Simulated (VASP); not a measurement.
Wanted: the native input for a VASP 6.6.1 run.

| Quantity | Value |
| --- | --- |
| Task | single point |
| Functional | PBE |
| Potentials or basis | VASP PAW PBE potentials, release 64 (In_d, Se) |
| Cutoff | 520 eV |
| k mesh | 7 × 7 × 6 |
| Occupations | fermi-dirac, width 0.02 eV |
| Spin | no spin polarisation |
| Dipole correction | no |
| Further INCAR settings | ALGO = Normal; EDIFF = 1e-06; NBANDS = 27 |

The structure of InSe lies in POSCAR:

```
InSe
1.0
    5.8679026766     -2.0550000000      0.0000000000
    5.8679026766      2.0550000000      0.0000000000
   -1.5994156962      0.0000000000      4.3668929705
In Se
2 2
Direct
    0.8840000000      0.8840000000      0.0050000000
    0.1160000000      0.1160000000      0.9950000000
    0.6600000000      0.6600000000      0.6420000000
    0.3400000000      0.3400000000      0.3580000000
```

This cell differs from its parent crystal: zz strain of +1 %.

These files were run (other wordings do the same):

INCAR

```
SYSTEM = InSe
PREC = Accurate ; ENCUT = 520
EDIFF = 1E-6 ; ISMEAR = -1
SIGMA = 0.02 ; LREAL = .FALSE.
LASPH = .TRUE. ; NELM = 60
ALGO = Normal ; ISIF = 2
LWAVE = .FALSE. ; LCHARG = .FALSE.
GGA = PE ; NBANDS = 27
```

KPOINTS

```
regular mesh
0
G
  7 7 6
  0 0 0
```

Potentials or basis: VASP PAW PBE potentials, release 64 (In_d, Se).

Run with:

```sh
$ cat potpaw_PBE.64/In_d/POTCAR potpaw_PBE.64/Se/POTCAR > POTCAR
$ mpirun -np 1 vasp_std > vasp.out
```

Results of the run:

```
Pressure               : 2.4 GPa
Largest force          : 0.724 eV/Å
Band gap on the k mesh : 0.95 eV, indirect (least direct gap 1.36 eV)
```

Caveat: the cell differs from its parent crystal (zz strain of +1 %); spin-orbit coupling is left out, which moves the levels of the heavy elements.

It took 2 min on 1 thread of Intel(R) Xeon(R) 6975P-C (Granite Rapids), with other jobs on the host, peak memory 0.41 GiB.
